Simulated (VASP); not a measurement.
Set up this calculation in VASP 6.6.1, as the native input.

- Task: single point
- Functional: PBE
- Potentials or basis: VASP PAW PBE potentials, release 64 (Pb_d, S)
- Cutoff: 520 eV
- k mesh: 7 × 7 × 6
- Occupations: gaussian, width 0.024 eV
- Spin: no spin polarisation
- Dipole correction: no
- Further INCAR settings: ALGO = Normal; EDIFF = 1e-06; NBANDS = 28

The structure of PbS lies in POSCAR:

```
PbS
1.0
    2.0799526950     -5.9912968650      0.0000000000
    2.0799526950      5.9912968650      0.0000000000
    0.0000000000      0.0000000000      4.2793209400
Pb S
2 2
Direct
    0.1305633500      0.8694366500      0.2500000000
    0.8694366500      0.1305633500      0.7500000000
    0.3547970900      0.6452029100      0.2500000000
    0.6452029100      0.3547970900      0.7500000000
```

One way to write it, as run:

INCAR

```
PREC = Accurate
ENCUT = 520
EDIFF = 1E-6
ISMEAR = 0
SIGMA = 0.024
LREAL = False
LASPH = True
NELM = 100
ALGO = Normal
ISIF = 2
LWAVE = False
LCHARG = False
GGA = PE
NBANDS = 28
```

KPOINTS

```
regular mesh
0
Gamma
  7 7 6
```

Potentials or basis: VASP PAW PBE potentials, release 64 (Pb_d, S).

The run is started by

```bash
$ cat potpaw_PBE.64/Pb_d/POTCAR potpaw_PBE.64/S/POTCAR > POTCAR
$ mpirun -np 1 vasp_std > vasp.out
```

It gave:

The pressure is 1.0 GPa. The largest force is 0.103 eV/Å and the band gap on the k mesh is 1.26 eV (least direct gap 1.43 eV).

Caveat: spin-orbit coupling is left out, which moves the levels of the heavy elements; an odd mesh through Γ misses points on the zone boundary, where band edges can lie.

Run time: 2.6 min on 1 thread of Intel(R) Xeon(R) Platinum 8488C (Sapphire Rapids), with other jobs on the host, peak memory 0.35 GiB.
